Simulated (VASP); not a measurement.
Write the native input for VASP 6.6.1 that does the following.

| Item | Value |
| --- | --- |
| Task | single point |
| Functional | PBE |
| Potentials or basis | VASP PAW PBE potentials, release 64 (Li_sv) |
| Cutoff | 520 eV |
| k mesh | 22 × 22 × 22 |
| Occupations | gaussian, width 0.1 eV |
| Spin | no spin polarisation |
| Dipole correction | no |
| Further INCAR settings | ALGO = Fast; EDIFF = 1e-06; NBANDS = 8 |

The structure of Li lies in POSCAR:

```
Li
1.0
    2.5670384879     -1.4821309116     -0.0628097099
    2.5670384879      1.4821309116     -0.0628097099
   -1.6457610969      0.0000000000      2.4553421931
Li
1
Direct
    0.0000000000      0.0000000000      0.5000000000
```

This isn't the form of Li at room conditions, which is bcc.

One way to write it, as run:

INCAR

```
  ALGO = Fast
  EDIFF = 1E-6
  ENCUT = 520
  GGA = PE
  ISIF = 2
  ISMEAR = 0
  LASPH = T
  LCHARG = T
  LELF = T
  LREAL = F
  LVHAR = T
  LWAVE = F
  NBANDS = 8
  NELM = 60
  PREC = Accurate
  SIGMA = 0.1
```

KPOINTS

```
k-points
0
Gamma
  22 22 22
```

Potentials or basis: VASP PAW PBE potentials, release 64 (Li_sv).

Run with:

```console
$ cat potpaw_PBE.64/Li_sv/POTCAR > POTCAR
$ mpirun -np 1 vasp_std > vasp.out
```

Results of the run:

| Quantity | Value |
| --- | --- |
| Band gap on the k mesh | zero (an odd number of electrons rules out a gap without spin polarisation) |

Wall time 2.3 min on 1 thread of Intel(R) Xeon(R) 6975P-C (Granite Rapids) (shared host), peak memory 0.42 GiB.
